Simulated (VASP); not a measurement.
Wanted: the native input for a VASP 6.6.1 run.

| Item | Value |
| --- | --- |
| Task | single point |
| Functional | PBE |
| Potentials or basis | VASP PAW PBE potentials, release 64 (Ti_sv, Al) |
| Cutoff | 520 eV |
| k mesh | 1 × 1 × 1, shifted |
| Occupations | fermi-dirac, width 0.05 eV |
| Spin | no spin polarisation |
| Dipole correction | no |
| Further INCAR settings | LREAL = Auto; ALGO = Normal; EDIFF = 1e-07; NBANDS = 118; ISYM = 0 |

The structure of Ti4Al lies in POSCAR:

```
Ti4Al
1.0
    7.4031320000      0.0101080000     -0.1346870000
    0.0101080000      7.0902150000     -0.0499130000
   -0.1346870000     -0.0499130000      7.0297780000
Ti Al
16 4
Direct
    0.8409758498      0.9809998238      0.3431821259
    0.5045938903      0.8839215747      0.5728456026
    0.3976785495      0.2018720767      0.8542496181
   -0.0093772400      0.3914800545      0.3890363183
    0.6297107704      0.2564351086      0.1582186948
    0.2696975224      0.4866197739      0.1290630235
    0.3529153332      0.4581449499      0.5458190140
    0.9587407762      0.7224037913      0.0707460832
    0.6926405442      0.2661410258      0.5747661696
    0.7415015584      0.9902711304      0.8705411499
    0.8539467164      0.6916930576      0.6184999010
    0.2936272286      0.1567302786      0.3559464679
    0.4265482112      0.8769330635      0.0925312092
    0.0736318614      0.0536088355      0.6340720905
    0.5910673712      0.5597464963      0.8885763843
    0.2138537673      0.6971319813      0.7956096581
    0.9957386259      0.3956950970      0.8203922482
    0.1920542298      0.7665968762      0.3931231339
    0.6486025168      0.6216208543      0.2967279036
    0.0765224012      0.1045287231      0.0477552655
```

These files were run (other wordings do the same):

INCAR

```
SYSTEM = Ti4Al
ALGO = Normal
EDIFF = 1E-7
ENCUT = 520
GGA = PE
ISIF = 2
ISMEAR = -1
ISYM = 0
LASPH = .TRUE.
LCHARG = .FALSE.
LREAL = Auto
LWAVE = .FALSE.
NBANDS = 118
NELM = 60
PREC = Accurate
SIGMA = 0.05
```

KPOINTS

```
Automatic mesh
0
Gamma
  1 1 1
  0.25 0.25 0.25
```

Potentials or basis: VASP PAW PBE potentials, release 64 (Ti_sv, Al).

The run is started by

```bash
$ cat potpaw_PBE.64/Ti_sv/POTCAR potpaw_PBE.64/Al/POTCAR > POTCAR
$ mpirun -np 1 vasp_std > vasp.out
```

It gave:

| Item | Value |
| --- | --- |
| Pressure | -6.0 GPa |
| Largest force | 1.148 eV/Å |
| Band gap on the k mesh | 0.07 eV |

Caveat: the k points lie up to 0.89 Å⁻¹ apart.

Run time: 100 s on 1 thread of Intel(R) Xeon(R) 6975P-C (Granite Rapids) (shared host), peak memory 0.37 GiB.
